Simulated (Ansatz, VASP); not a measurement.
**GaSb in VASP and in Ansatz**

```xyz
2
Lattice="-2.7534 2.7534 1.5907 2.7534 -2.7534 1.5907 2.7534 2.7534 -1.5907" Properties=species:S:1:pos:R:3 pbc="T T T"
Ga    2.7534    0.0000    0.7954
Sb    0.0000    0.0000    0.0000
```

Alike in both runs: task relaxation of cell and atoms; functional PBEsol; dispersion D3(BJ); k mesh 8 × 8 × 8; occupations fermi-dirac, width 0.05 eV; no spin polarisation.

|  | VASP | Ansatz |
| --- | --- | --- |
| version | VASP 6.6.1 | Ansatz 0.2.0 |
| potentials or method | VASP PAW PBE potentials, release 64 (Ga_d, Sb) | plane waves, PAW |
| plane-wave cutoff (eV) | 600 | 420 |
| valence electrons in the cell | 18 | 28 |

|  | VASP | Ansatz | Ansatz less VASP |
| --- | --- | --- | --- |
| relaxed volume (Å³/atom) | 21.83 | 21.79 | -0.044 |
| relaxed cell length with the largest relative difference (Å) | 4.071 | 4.069 | -0.0027 |

VASP's potentials were made for PBE, not for PBEsol. VASP's potentials hold 18 valence electrons a cell and Ansatz's 28, so a difference there can come from the potentials and not from the codes.

Spin-orbit coupling is off throughout.
